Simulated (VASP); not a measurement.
Here is a VASP 6.6.1 calculation.

File INCAR:

```
ALGO     = Normal         # electronic algorithm
EDIFF    = 1E-6           # SCF threshold, eV
ENCUT    = 520            # plane-wave cutoff, eV
GGA      = PS             # functional
ISIF     = 2              # what is computed and relaxed
ISMEAR   = -1             # smearing method
IVDW     = 12             # dispersion correction
LASPH    = True           # aspherical terms in the spheres
LCHARG   = False          # write CHGCAR
LREAL    = False          # projectors in reciprocal space
LWAVE    = False          # write WAVECAR
NBANDS   = 13             # bands
NELM     = 100            # most SCF steps
PREC     = Accurate       # precision mode
SIGMA    = 0.05           # smearing width, eV
```

File KPOINTS:

```
k-points
0
Gamma
  11 11 10
```

File POSCAR:

```
Ge
1.0
    1.3789042709     -2.4346914188      0.0000000000
    1.3789042709      2.4346914188      0.0000000000
    0.0000000000      0.0000000000      2.6348426840
Ge
1
Direct
    0.5000000000      0.5000000000      0.0000000000
```

Potentials or basis: VASP PAW PBE potentials, release 64 (Ge_d).

Run with:

```bash
$ cat potpaw_PBE.64/Ge_d/POTCAR > POTCAR
$ mpirun -np 1 vasp_std > vasp.out
```

(1) Predict the band gap on the k mesh.

(2) What does it give for the dispersion energy per atom?

## Answers

(1) zero (band 7 reaches 14.22 eV, above the bottom of band 8 at 4.58 eV).

(2) -0.349 eV.
